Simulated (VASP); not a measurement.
**Ba3H2: single point with PBE+D3(BJ)**

Ba3H2, a slab with vacuum:

```
CELL_PARAMETERS angstrom
4.91620 0.00000 0.00000
0.00000 4.91620 0.00000
0.00000 0.00000 23.91620
ATOMIC_POSITIONS crystal
Ba 0.50000 0.50000 0.35541
Ba 0.99997 0.99826 0.46013
Ba 0.49986 0.49682 0.56430
H 0.02357 0.84372 0.69403
H 0.02583 0.79621 0.72404
```

| Item | Value |
| --- | --- |
| Program | VASP 6.6.1 |
| Task | single point |
| Functional | PBE |
| Dispersion | D3(BJ) |
| Potentials or basis | VASP PAW PBE potentials, release 64 (Ba_sv, H) |
| Cutoff | 520 eV |
| k mesh | 6 × 6 × 1 |
| Occupations | gaussian, width 0.1 eV |
| Spin | no spin polarisation |
| Dipole correction | yes |
| Further INCAR settings | ALGO = Normal; EDIFF = 1e-06; NBANDS = 24 |

```yaml
Largest_force: 0.028 eV/Å
Band_gap_on_the_k_mesh: zero (band 16 reaches -0.61 eV, above the bottom of band 17 at -1.17 eV)
Dispersion_energy_per_atom: -0.080 eV
```

Forces in eV/Å, atoms in the order of the input:
```
Ba   0.000 -0.007 -0.002
Ba   0.000  0.001  0.000
Ba   0.001  0.003  0.004
H   -0.002 -0.012  0.021
H    0.001  0.015 -0.023
```

Levels at points of the mesh, in eV from the Fermi level:
| k point | band 12 | band 13 | band 14 | band 15 | band 16 | band 17 | band 18 | band 19 | band 20 | band 21 |
| --- | --- | --- | --- | --- | --- | --- | --- | --- | --- | --- |
| (0.00, 0.00, 0.00) | -13.76 | -8.07 | -2.37 | -1.35 | -0.52 | -0.34 | 0.49 | 0.66 | 1.12 | 1.69 |
| (0.50, 0.00, 0.00) | -13.78 | -8.04 | -0.85 | -0.73 | -0.65 | 0.27 | 0.56 | 0.75 | 1.03 | 1.04 |
| (0.00, 0.50, 0.00) | -13.78 | -8.04 | -0.85 | -0.72 | -0.64 | 0.24 | 0.51 | 0.75 | 1.03 | 1.04 |
| (0.50, 0.50, 0.00) | -13.83 | -8.01 | -0.53 | -0.44 | 0.17 | 0.43 | 0.43 | 0.63 | 0.64 | 1.49 |

Run time: 5.2 min on 1 thread of AMD EPYC 9R45 96-Core Processor (Zen 5), on a shared host, peak memory 0.71 GiB.

Caveat: spin-orbit coupling is left out, which moves the levels of the heavy elements.
